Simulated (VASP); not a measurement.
# GaN in VASP: further runs

GaN is run at these levels: PBE, r2SCAN; tasks: single point.

Everything below comes from runs of VASP 6.6.1. Logs are shortened: lines on timing, memory, paths and dates and some standing lists are left out, and cuts for length are marked.

### Step 1. The cell of the first run

The structure is tetragonal, space group I-4m2 (No. 119). Conventional cell: a = 3.180 Å, b = 3.180 Å, c = 4.475 Å, α = 90.00°, β = 90.00°, γ = 90.00°. Within 2.6 Å of Ga (site symmetry -4m2) lie 4 N at 1.94 Å. Within 2.6 Å of N (site symmetry -4m2) lie 4 Ga at 1.94 Å.

### Step 2. Single point, PBE (uniaxial z strain -0.5%)

Input file INCAR:

```
SYSTEM = GaN
PREC = Accurate
ENCUT = 520
EDIFF = 1E-6
ISMEAR = -1
SIGMA = 0.02
LREAL = .FALSE.
LASPH = .TRUE.
NELM = 80
ALGO = Normal
ISIF = 2
LWAVE = .FALSE.
LCHARG = .FALSE.
GGA = PE
NBANDS = 16
```

Input file KPOINTS:

```
Automatic mesh
0
G
  10 10 10
  0 0 0
```

Input file POSCAR:

```
GaN
1.0
    0.0000000000      2.2489525415      2.2377077788
    2.2489525415      0.0000000000      2.2377077788
    2.2489525415      2.2489525415      0.0000000000
Ga N
1 1
Direct
    0.0000000000      0.0000000000      0.0000000000
    0.2500000000      0.2500000000      0.2500000000
```

Potentials or basis: VASP PAW PBE potentials, release 64 (Ga_d, N).

Command:

```console
> cat potpaw_PBE.64/Ga_d/POTCAR potpaw_PBE.64/N/POTCAR > POTCAR
> mpirun -np 1 vasp_std > vasp.out
```

OUTCAR:

```text
SYSTEM = GaN
   PREC = Accurate
   ENCUT = 520
   EDIFF = 1E-6
   ISMEAR = -1
   LREAL = .FALSE.
   LASPH = .TRUE.
   NELM = 80
   ISIF = 2
   GGA = PE

 ion  position               nearest neighbor table
   1  0.000  0.000  0.000-   2 1.94   2 1.94   2 1.94   2 1.94
   2  0.250  0.250  0.250-   1 1.94   1 1.94   1 1.94   1 1.94

  LATTYP: Found a body centered tetragonal cell.
 ALAT       =     3.1804991853
 C/A-ratio  =     1.4071424946

  Lattice vectors:

 A1 = (   0.0000000000,  -2.2489525415,  -2.2377077788)
 A2 = (   0.0000000000,   2.2489525415,  -2.2377077788)
 A3 = (   2.2489525415,   0.0000000000,   2.2377077788)

Analysis of symmetry for initial positions (statically):
=====================================================================
 Subroutine PRICEL returns:
 Original cell was already a primitive cell.

 Routine SETGRP: Setting up the symmetry group for a
 body centered tetragonal supercell.

 Subroutine GETGRP returns: Found  8 space group operations
 (whereof  8 operations were pure point group operations)
 out of a pool of 16 trial point group operations.

The static configuration has the point symmetry D_2d.

Analysis of symmetry for dynamics (positions and initial velocities):
=====================================================================
 Subroutine PRICEL returns:
 Original cell was already a primitive cell.

 Routine SETGRP: Setting up the symmetry group for a
 body centered tetragonal supercell.

 Subroutine GETGRP returns: Found  8 space group operations
 (whereof  8 operations were pure point group operations)
 out of a pool of 16 trial point group operations.

The dynamic configuration has the point symmetry D_2d.

 Subroutine INISYM returns: Found  8 space group operations
 (whereof  8 operations are pure point group operations),
 and found     1 'primitive' translations

----------------------------------------------------------------------------------------

                                     Primitive cell

  volume of cell :      22.6357

  direct lattice vectors                    reciprocal lattice vectors
     0.000000000  2.248952542  2.237707779    -0.222325723  0.222325723  0.223442938
     2.248952542  0.000000000  2.237707779     0.222325723 -0.222325723  0.223442938
     2.248952542  2.248952542  0.000000000     0.222325723  0.222325723 -0.223442938

  length of vectors
     3.172557901  3.172557901  3.180499185     0.385725551  0.385725551  0.385725551

  position of ions in fractional coordinates (direct lattice)
     0.000000000  0.000000000  0.000000000
     0.250000000  0.250000000  0.250000000

  ion indices of the primitive-cell ions
   primitive index   ion index
                 1           1
                 2           2

----------------------------------------------------------------------------------------

 KPOINTS: Automatic mesh

Automatic generation of k-mesh.
 Grid dimensions read from file:
 generate k-points for:   10   10   10

 Generating k-lattice:

  Cartesian coordinates                     Fractional coordinates (reciprocal lattice)
    -0.022232572  0.022232572  0.022344294     0.100000000  0.000000000  0.000000000
     0.022232572 -0.022232572  0.022344294     0.000000000  0.100000000  0.000000000
     0.022232572  0.022232572 -0.022344294     0.000000000  0.000000000  0.100000000

  Length of vectors
     0.038572555  0.038572555  0.038572555

  Shift w.r.t. Gamma in fractional coordinates (k-lattice)
     0.000000000  0.000000000  0.000000000

 Subroutine IBZKPT returns following result:
 ===========================================

 Found    102 irreducible k-points:

 Following reciprocal coordinates:
            Coordinates               Weight
  0.000000  0.000000  0.000000      1.000000
  0.100000 -0.000000  0.000000      8.000000
  0.200000 -0.000000  0.000000      8.000000
  0.300000 -0.000000  0.000000      8.000000
  0.400000 -0.000000  0.000000      8.000000
  0.500000 -0.000000  0.000000      4.000000
[... 16 lines left out ...]
  0.300000  0.300000  0.000000      2.000000
  0.400000  0.300000  0.000000      8.000000
 [... further k-points ...]
   k-points           NKPTS =    102   k-points in BZ     NKDIM =    102   number of bands    NBANDS=     16
   number of dos      NEDOS =    301   number of ions     NIONS =      2
   total plane-waves  NPLWV =  13824
   dimension x,y,z NGX =    24 NGY =   24 NGZ =   24
   dimension x,y,z NGXF=    48 NGYF=   48 NGZF=   48
   ions per type =               1   1
   NGX,Y,Z   is equivalent  to a cutoff of  12.58, 12.58, 12.54 a.u.
   NGXF,Y,Z  is equivalent  to a cutoff of  25.15, 25.15, 25.09 a.u.
 SYSTEM =  GaN
   PREC   = accura    normal or accurate (medium, high low for compatibility)
   ISTART =      0    job   : 0-new  1-cont  2-samecut
   ICHARG =      2    charge: 1-file 2-atom 10-const
   ISPIN  =      1    spin polarized calculation?
   LNONCOLLINEAR =      F non collinear calculations
   LSORBIT =      F    spin-orbit coupling
   LASPH  =      T    aspherical Exc in radial PAW
   ENCUT  =  520.0 eV  38.22 Ry    6.18 a.u.   5.90  5.90  5.91*2*pi/ulx,y,z
   NELM   =     80;   NELMIN=  2; NELMDL= -5     # of ELM steps
   EDIFF  = 0.1E-05   stopping-criterion for ELM
   LREAL  =      F    real-space projection
   EDIFFG = 0.1E-04   stopping-criterion for IOM
   NSW    =      0    number of steps for IOM
   IBRION =     -1    ionic relax: 0-MD 1-quasi-New 2-CG
   NFREE  =      0    steps in history (QN), initial steepest desc. (CG)
   ISIF   =      2    stress and relaxation
   ISYM   =      2    0-nonsym 1-usesym 2-fastsym
   POTIM  = 0.5000    time-step for ionic-motion
   TEBEG  =    0.0;   TEEND  =   0.0 temperature during run
   PSTRESS=    0.0 pullay stress
   NELECT =      18.0000    total number of electrons
   NUPDOWN=      -1.0000    fix difference up-down
   EMIN   =  10.00;   EMAX   =-10.00  energy-range for DOS
   EFERMI =   0.00;   METHOD = LEGACY
   ISMEAR =    -1;   SIGMA  =   0.02  broadening in eV -4-tet -1-fermi 0-gaus
   EFERMI_NEDOS =   21; number of points for ismear=-14 and -15
   IALGO  =     38    algorithm
   IMIX   =      4    mixing-type and parameters
     AMIX     =   0.40;   BMIX     =  1.00
     AMIX_MAG =   1.60;   BMIX_MAG =  1.00
  volume/ion in A,a.u.               =      11.32        76.38
  Fermi-wavevector in a.u.,A,eV,Ry     =   1.516705  2.866156 31.298747  2.300393
  Thomas-Fermi vector in A             =   2.626059
   LORBIT       =      0    0 simple, 1 ext, 2 COOP (PROOUT), +10 PAW based schemes
   GGA     = PE    functional components
   LHFCALC =     F    Hartree Fock is set to
   AEXX    =    0.0000 exact exchange contribution
   IVDW    =     0    specifies the selected vdW correction
   LEPSILON=     F    determine dielectric tensor
   LRPA    =     F    only Hartree local field effects (RPA)
 non-spin polarized calculation
  energy-cutoff  :      520.00
  volume of cell :       22.64
 maximum number of plane-waves:       620
   NGX = 11   NGY = 11   NGZ = 11

 number of electron      18.0000012 magnetization

 Free energy of the ion-electron system (eV)
  ---------------------------------------------------
  ext. energy  EPLUGINS =         0.00000000
  ---------------------------------------------------
  free energy    TOTEN  =       -12.13322928 eV

  energy without entropy =      -12.13322928  energy(sigma->0) =      -12.13322928

 E-fermi :   5.8775     XC(G=0): -11.7263

 val. band max:        5.4177938721   @ k =   0.0000   0.0000   0.0000
 cond. band min:       7.1982735405   @ k =   0.0000   0.0000   0.0000
 fundamental gap:      1.7804796684
 Fermi energy:         5.8774673994

 k-point     1 :       0.0000    0.0000    0.0000
  band No.  band energies     occupation
      1     -10.6264      2.00000
      2      -8.0506      2.00000
      3      -8.0506      2.00000
      4      -8.0452      2.00000
      5      -7.7179      2.00000
      6      -7.7176      2.00000
[... 8 lines left out ...]
     15      24.2867      0.00000
     16      24.2867      0.00000

 k-point     2 :       0.1000   -0.0000    0.0000
  band No.  band energies     occupation
      1     -10.5137      2.00000
      2      -8.0365      2.00000
      3      -8.0332      2.00000
      4      -8.0104      2.00000
      5      -7.7191      2.00000
      6      -7.7191      2.00000
[... 8 lines left out ...]
     15      23.0094      0.00000
     16      23.1387      0.00000

 k-point     3 :       0.2000   -0.0000    0.0000
  band No.  band energies     occupation
      1     -10.2286      2.00000
      2      -8.0040      2.00000
      3      -8.0003      2.00000
      4      -7.8500      2.00000
      5      -7.7182      2.00000
      6      -7.7175      2.00000
[... 8 lines left out ...]
     15      22.2300      0.00000
     16      22.3062      0.00000

 k-point     4 :       0.3000   -0.0000    0.0000
  band No.  band energies     occupation
      1      -9.9222      2.00000
      2      -7.9750      2.00000
      3      -7.9712      2.00000
      4      -7.7050      2.00000
      5      -7.7029      2.00000
      6      -7.4551      2.00000
[... 8 lines left out ...]
     15      22.7499      0.00000
     16      22.7685      0.00000
[... 324 lines left out ...]
 k-point    22 :      -0.2000    0.2000    0.0000
  band No.  band energies     occupation
      1      -9.8290      2.00000
      2      -7.9544      2.00000
      3      -7.9428      2.00000
      4      -7.7399      2.00000
      5      -7.7325      2.00000
      6      -7.2808      2.00000
[... 8 lines left out ...]
     15      22.8584      0.00000
     16      26.1467      0.00000

 k-point    23 :       0.3000    0.3000    0.0000
  band No.  band energies     occupation
      1      -9.7358      2.00000
      2      -7.9002      2.00000
      3      -7.8540      2.00000
      4      -7.8540      2.00000
      5      -7.6650      2.00000
      6      -7.2553      2.00000
[... 8 lines left out ...]
     15      27.4775      0.00000
     16      28.0213      0.00000

 k-point    24 :       0.4000    0.3000    0.0000
  band No.  band energies     occupation
      1      -9.6131      2.00000
      2      -7.9184      2.00000
      3      -7.8182      2.00000
      4      -7.8178      2.00000
      5      -7.6542      2.00000
      6      -6.7967      2.00000
[... 8 lines left out ...]
     15      27.8772      0.00000
     16      27.9079      0.00000

 [... further k-points ...]
[... 5 lines left out ...]
  --------------------------------------------------------------------------------------
  -------------------------------------------------------------------------------------
  Total        1.0001957      1.0001957      1.0838775      0.0000000      0.0000000      0.0000000
  in kB       70.7948433     70.7948433     76.7179245      0.0000000      0.0000000      0.0000000
  external PRESSURE =      72.7692037 kB  Pullay stress =       0.0000000 kB

 VOLUME and BASIS-vectors are now :
 -----------------------------------------------------------------------------
  energy-cutoff  :      520.00
  volume of cell :       22.64
      direct lattice vectors                 reciprocal lattice vectors
     0.000000000  2.248952542  2.237707779    -0.222325723  0.222325723  0.223442938
     2.248952542  0.000000000  2.237707779     0.222325723 -0.222325723  0.223442938
     2.248952542  2.248952542  0.000000000     0.222325723  0.222325723 -0.223442938

 POSITION                                       TOTAL-FORCE (eV/Angst)
 -----------------------------------------------------------------------------------
      0.00000      0.00000      0.00000         0.000000      0.000000      0.000000
      1.12448      1.12448      1.11885        -0.000000     -0.000000      0.000000
 -----------------------------------------------------------------------------------
    total drift:                                0.000002      0.000002      0.000001

  FREE ENERGIE OF THE ION-ELECTRON SYSTEM (eV)
  ---------------------------------------------------
  free  energy   TOTEN  =       -12.1332292840 eV

  energy  without entropy=      -12.1332292840  energy(sigma->0) =      -12.13322928
```

Wall time 18 s (1 thread of Intel Xeon Platinum 8375C at 2.90GHz (Ice Lake), shared host); peak memory 0.16 GiB.

What came out:

| Property | Result |
| --- | --- |
| Free energy | -12.1332 eV |
| Pressure | 7.3 GPa |
| Band gap on the k mesh | 1.78 eV, direct |

Caveat: the cell differs from its parent crystal (uniaxial z strain -0.5%).

### Step 3. Single point, PBE (strain along [111] +3.2%)

Input file INCAR:

```
SYSTEM = GaN
PREC = Accurate
ENCUT = 520
EDIFF = 1E-6
ISMEAR = -1
SIGMA = 0.02
LREAL = .False.
LASPH = .True.
NELM = 60
ALGO = Normal
ISIF = 2
LWAVE = .False.
LCHARG = .False.
GGA = PE
NBANDS = 16
```

Input file KPOINTS:

```
Automatic mesh
0
Gamma
  10 10 10
  0 0 0
```

Input file POSCAR:

```
GaN
1.0
    0.0475278637      2.2964804052      2.2964804052
    2.2964804052      0.0475278637      2.2964804052
    2.2964804052      2.2964804052      0.0475278637
Ga N
1 1
Direct
    0.0011993600      0.0011993600      0.0011993600
    0.2488006400      0.2488006400      0.2488006400
```

Potentials or basis: VASP PAW PBE potentials, release 64 (Ga_d, N).

Command:

```console
> cat potpaw_PBE.64/Ga_d/POTCAR potpaw_PBE.64/N/POTCAR > POTCAR
> mpirun -np 1 vasp_std > vasp.out
```

It took 31 s on 1 thread of Intel Xeon Platinum 8375C at 2.90GHz (Ice Lake), shared host; peak memory 0.17 GiB.

It converged, with:

```yaml
Free_energy: -12.1393 eV
Pressure: 0.6 GPa
Largest_force: 0.024 eV/Å
Band_gap_on_the_k_mesh: 1.47 eV, direct
```

Forces in eV/Å, atoms in the order of the input:
```
Ga   0.014  0.014  0.014
N   -0.014 -0.014 -0.014
```

Stress tensor (GPa, compression positive):
```
 0.56 -3.16 -3.16
-3.16  0.56 -3.16
-3.16 -3.16  0.56
```

Levels at points of the mesh, in eV from the valence-band top:
```csv
k point,band 7,band 8,band 9,band 10,band 11,band 12
"(0.00, 0.00, 0.00)",-0.19,0.00,0.00,1.47,9.66,10.31
"(0.50, 0.00, 0.00)",-6.90,-1.11,-0.98,4.30,8.54,10.01
"(0.50, 0.50, 0.00)",-6.08,-2.81,-2.54,3.26,6.47,11.43
"(0.50, 0.50, 0.50)",-7.05,-0.86,-0.86,4.68,8.40,10.49
```

Caveat: the cell differs from its parent crystal (strain along [111] +3.2%).

### Step 4. Single point, r2SCAN (epitaxial xy strain -3.8%)

Input file POSCAR:

```
GaN
1.0
    0.0000000000      2.1646168212      2.3350997714
    2.1646168212      0.0000000000      2.3350997714
    2.1646168212      2.1646168212      0.0000000000
Ga N
1 1
Direct
    0.0000000000      0.0000000000      0.0000000000
    0.2500000000      0.2500000000      0.2500000000
```

Input file INCAR.step1:

```
PREC = Accurate
ENCUT = 520
ISMEAR = 0
SIGMA = 0.01
LREAL = False
LASPH = True
NELM = 100
NBANDS = 16
GGA = PE
ALGO = Normal
EDIFF = 1E-4
LWAVE = True
LCHARG = False
```

Input file INCAR.step2:

```
PREC = Accurate
ENCUT = 520
EDIFF = 1E-7
ISMEAR = 0
SIGMA = 0.01
LREAL = False
LASPH = True
NELM = 100
ALGO = Normal
ISIF = 2
LWAVE = False
LCHARG = False
METAGGA = R2SCAN
LMIXTAU = True
NBANDS = 16
ISTART = 1
```

Input file KPOINTS:

```
regular mesh
0
Gamma
  10 10 10
```

Command:

```console
> cat potpaw_PBE.64/Ga_d/POTCAR potpaw_PBE.64/N/POTCAR > POTCAR
> cp INCAR.step1 INCAR
> mpirun -np 1 vasp_std > vasp.out
> cp INCAR.step2 INCAR
> mpirun -np 1 vasp_std > vasp.out
```

Run time: 2.2 min. Hardware: 1 thread of Intel Xeon Platinum 8375C at 2.90GHz (Ice Lake), shared host; peak memory 0.17 GiB.

Results (log left out):

```
Free energy            : -21.8304 eV
Pressure               : 9.0 GPa
Band gap on the k mesh : 2.26 eV, direct
```

Stress tensor (GPa, compression positive):
```
12.84  0.00  0.00
 0.00 12.84  0.00
 0.00  0.00  1.34
```

Levels at points of the mesh, in eV from the valence-band top:
```csv
k point,band 6,band 7,band 8,band 9,band 10,band 11,band 12,band 13
"(0.00, 0.00, 0.00)",-13.62,-0.42,0.00,0.00,2.26,11.13,11.13,11.34
"(0.50, 0.00, 0.00)",-12.49,-7.58,-1.51,-0.87,5.16,9.56,10.75,11.74
"(0.50, 0.50, 0.00)",-12.39,-7.11,-2.66,-2.66,4.06,8.23,12.03,15.58
"(0.50, 0.00, 0.50)",-11.97,-6.24,-3.28,-3.23,3.49,6.96,13.15,14.15
```

Caveat: the cell differs from its parent crystal (epitaxial xy strain -3.8%); the PAW data sets were made with another functional, which shifts forces and pressure a little.

(Part 1 of 2 ends here.)
